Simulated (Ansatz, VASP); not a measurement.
**Two plane-wave programs on SiC16**

```
C Si
1.0
     4.92987    0.00000    0.00000
     0.00000    4.42243    0.00000
     0.00000    0.00000   22.69375
C Si
16 1
Direct
  0.25000 0.41553 0.17626
  0.75000 0.41553 0.17626
  0.00000 0.51956 0.20018
  0.50000 0.51956 0.20018
  0.00000 0.72722 0.24809
  0.50000 0.72722 0.24809
  0.25000 0.83125 0.27201
  0.75000 0.83125 0.27201
  0.25000 0.04421 0.31987
  0.75000 0.04421 0.31987
  0.00000 0.15008 0.34260
  0.50000 0.15008 0.34260
  0.00000 0.37798 0.39006
  0.50000 0.37798 0.39006
  0.25000 0.47642 0.40953
  0.75000 0.47642 0.40953
  0.50000 0.47642 0.54613
```

Alike in both runs: task single point; functional PBE; dispersion D3(BJ); k mesh 6 × 6 × 1; occupations gaussian, width 0.05 eV; collinear spin.

|  | VASP | Ansatz |
| --- | --- | --- |
| version | VASP 6.6.1 | Ansatz 0.2.0 |
| potentials or method | VASP PAW PBE potentials, release 64 (C, Si), cutoff 520 eV | scalar-relativistic, plane waves, PAW |
| valence electrons in the cell | 68 | 68 |

```csv
,VASP,Ansatz,Ansatz less VASP
gap on the k mesh at the Fermi level (eV),none,none,-
rms of the force components (eV/Å),0.996,1.039,+0.0433
net moment per atom (μB),0.03,0.12,+0.090
size of the moment on the site where the two differ most (μB),0.07,0.94,+0.869
```

Site moments also hang on the region over which each program counts them. Atom by atom the forces differ by 0.146 eV/Å (rms over components). A gap of «none» marks a metal or a gap that the smearing closes.
